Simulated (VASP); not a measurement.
Hg:

```
Hg
1.0
     3.46181    0.00000    0.00000
    -1.73090    2.99802    0.00000
     0.00000    0.00000    5.48755
Hg
2
Direct
  0.66667 0.33333 0.75000
  0.33333 0.66667 0.25000
```

| Property | Result |
| --- | --- |
| Program | VASP 6.6.1 |
| Task | relaxation of cell and atoms |
| Functional | PBE |
| Dispersion | D3(BJ) |
| Potentials or basis | VASP PAW PBE potentials, release 64 (Hg) |
| Cutoff | 600 eV |
| k mesh | 12 × 12 × 4 |
| Occupations | fermi-dirac, width 0.02 eV |
| Spin | no spin polarisation |

At the start: pressure -1.0 GPa; volume 28.48 Å³/atom.

Where does the relaxation end?

Over 12 steps the energy falls by 9.4 meV/atom and the volume is 26.13 Å³/atom (-8.2 %); space group P6_3/mmc (No. 194, to 0.1 Å) before and after.

The path:
| step | energy change (eV) | largest force (eV/Å) | pressure (GPa) | volume (Å³) |
| --- | --- | --- | --- | --- |
| 1 | 0.0000 | 0.0000 | -0.98 | 56.95 |
| 2 | -0.0082 | 0.0000 | -0.68 | 55.52 |
| 3 | -0.0136 | 0.0000 | -0.23 | 53.93 |
| 4 | -0.0138 | 0.0000 | 0.45 | 50.83 |
| 5 | -0.0155 | 0.0000 | 0.00 | 52.44 |
| 6 | -0.0155 | 0.0000 | 0.19 | 51.92 |
| 7 | -0.0156 | 0.0000 | 0.10 | 52.17 |
| 8 | -0.0173 | 0.0000 | 0.12 | 52.06 |
| 9 | -0.0184 | 0.0000 | 0.15 | 51.90 |
| 10 | -0.0185 | 0.0000 | 0.21 | 51.88 |
| 11 | -0.0187 | 0.0000 | -0.04 | 52.37 |
| 12 | -0.0187 | 0.0000 | 0.00 | 52.26 |

Final structure:
```yaml
crystal:
  lattice:
    - [3.31305, 0.00000, 0.00000]
    - [-1.65652, 2.86918, 0.00000]
    - [0.00000, 0.00000, 5.49803]
  atoms:
    - { symbol: Hg, position: [0.66667, 0.33333, 0.75000] }
    - { symbol: Hg, position: [0.33333, 0.66667, 0.25000] }
```
